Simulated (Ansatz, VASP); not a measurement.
**One calculation of Al2Cu, two programs**

The input INCAR:

```
ALGO = Fast ; EDIFF = 1E-7
ENCUT = 520 ; GGA = PE
ISIF = 2 ; ISMEAR = 0
LASPH = True ; LCHARG = False
LREAL = False ; LWAVE = False
NBANDS = 16 ; NELM = 60
PREC = Accurate ; SIGMA = 0.15
```

The input KPOINTS:

```
k-points
0
Gamma
  14 14 14
```

POSCAR

```
Al2Cu
1.0
   -2.0956132642      2.0956132642      2.8240317323
    2.0956132642     -2.0956132642      2.8240317323
    2.0412268914      2.0412268914     -2.8240317323
Al Cu
2 1
Direct
    0.7500000000      0.2500000000      0.5000000000
    0.2500000000      0.7500000000      0.5000000000
    0.5000000000      0.5000000000      0.0000000000
```

Input for Ansatz:

```yaml
crystal:
  lattice:
    - [-2.0956132642, 2.0956132642, 2.8240317323]
    - [2.0956132642, -2.0956132642, 2.8240317323]
    - [2.0412268914, 2.0412268914, -2.8240317323]
  atoms:
    - { symbol: Al, position: [0.75, 0.25, 0.5] }
    - { symbol: Al, position: [0.25, 0.75, 0.5] }
    - { symbol: Cu, position: [0.5, 0.5, 0.0] }
basis:
  ecutwfc: 520.0
kpoints:
  mp_grid: { grid: [14, 14, 14] }
hamiltonian:
  xc: pbe
  pseudopotentials: { kind: paw, azcp: { folder: soft_1 } }
scf:
  occupations: { method: gaussian, width: 0.15 }
output:
  forces: true
  stress: true
  eigenvalues: true
```

Change from the starting cell: strain +e along x and -e along y -0.0133, strain +e along z and -e/2 along x and y -0.0233.

Alike in both runs: task single point; functional PBE; k mesh 14 × 14 × 14; occupations gaussian, width 0.15 eV; no spin polarisation.

|  | VASP | Ansatz |
| --- | --- | --- |
| version | VASP 6.6.1 | Ansatz 0.2.0 |
| potentials or method | VASP PAW PBE potentials, release 64 (Al, Cu), cutoff 520 eV | scalar-relativistic, plane waves, PAW |
| valence electrons in the cell | 17 | 25 |

```tsv
	VASP	Ansatz	Ansatz less VASP
gap on the k mesh at the Fermi level (eV)	none	none	-
pressure (GPa)	0.3	0.2	-0.13
traceless stress, the component that is largest in VASP (GPa)	2.21	2.24	+0.031
```

A gap of «none» marks a metal or a gap that the smearing closes. With one functional, cell and mesh, what is left measures potentials, basis and numerics. VASP's potentials hold 17 valence electrons a cell and Ansatz's 25, so a difference there can come from the potentials and not from the codes.
